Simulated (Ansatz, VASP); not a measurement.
Ni: VASP beside Ansatz

POSCAR

```
Ni
1.0
    0.0000000000      1.7392116046      1.7392116046
    1.7392116046      0.0000000000      1.7392116046
    1.7392116046      1.7392116046      0.0000000000
Ni
1
Direct
    0.0000000000      0.0000000000      0.0000000000
```

The input INCAR.step1:

```
SYSTEM = Ni
  PREC = Accurate
  ENCUT = 520
  ISMEAR = 0
  SIGMA = 0.05
  LREAL = .False.
  LASPH = .True.
  NELM = 150
  ISPIN = 2
  MAGMOM = 0.9
  LMAXMIX = 4
  NBANDS = 15
  GGA = PE
  ALGO = Normal
  EDIFF = 1E-4
  LWAVE = .True.
  LCHARG = .False.
```

Contents of INCAR.step2:

```
SYSTEM = Ni
  PREC = Accurate
  ENCUT = 520
  EDIFF = 1E-6
  ISMEAR = 0
  SIGMA = 0.05
  LREAL = .False.
  LASPH = .True.
  NELM = 150
  ALGO = Normal
  ISIF = 2
  LWAVE = .False.
  LCHARG = .False.
  ISPIN = 2
  MAGMOM = 0.9
  LORBIT = 11
  LMAXMIX = 4
  METAGGA = R2SCAN
  LMIXTAU = .True.
  NBANDS = 15
  ISTART = 1
```

KPOINTS

```
regular mesh
0
Gamma
  22 22 22
  0 0 0
```

Input for Ansatz:

```yaml
crystal:
  lattice:
    - [0.0, 1.7392116046, 1.7392116046]
    - [1.7392116046, 0.0, 1.7392116046]
    - [1.7392116046, 1.7392116046, 0.0]
  atoms:
    - { symbol: Ni, position: [0.0, 0.0, 0.0], spin: 0.9 }
basis:
  ecutwfc: 500
  ecutrho_ratio: 4
kpoints:
  mp_grid: { grid: [22, 22, 22] }
  band_path:
    path:
      - [[0.0, 0.0, 0.0], [0.5, 0.0, 0.5], [0.625, 0.25, 0.625]]
      - [[0.375, 0.375, 0.75], [0.0, 0.0, 0.0], [0.5, 0.5, 0.5], [0.5, 0.25, 0.75], [0.5, 0.0, 0.5]]
    npoints: 14
hamiltonian:
  xc: r2scan
scf:
  occupations: { method: gaussian, width: 0.05 }
  n_extra_bands: 11
output:
  forces: true
  stress: true
  eigenvalues: true
  populations: true
  dos: { projected: true, de: 0.02, nscf_kmesh: { grid: [33, 33, 33] } }
  bader: true
magnetization:
  spin_polarized: true
checkpoint:
  read: start.run
  write: ck
  compress: false
  write_wavefunctions: false
  write_every: 100000
```

Alike in both runs: task single point; functional r2SCAN; k mesh 22 × 22 × 22; occupations gaussian, width 0.05 eV; collinear spin.

|  | VASP | Ansatz |
| --- | --- | --- |
| version | VASP 6.6.1 | Ansatz 0.2.0 |
| potentials or method | VASP PAW PBE potentials, release 64 (Ni), cutoff 520 eV | scalar-relativistic, plane waves, PAW |
| valence electrons in the cell | 10 | 18 |

```csv
,VASP,Ansatz,Ansatz less VASP
gap on the k mesh at the Fermi level (eV),none,none,-
pressure (GPa),0.4,0.0,-0.38
net moment per atom (μB),0.73,0.75,+0.023
size of the moment on the site where the two differ most (μB),0.75,0.82,+0.071
```

VASP's potentials were made for PBE, not for r2SCAN. Site moments also hang on the region over which each program counts them. A gap of «none» marks a metal or a gap that the smearing closes. VASP's potentials hold 10 valence electrons a cell and Ansatz's 18, so a difference there can come from the potentials and not from the codes. Ansatz's warnings: stability check not made.
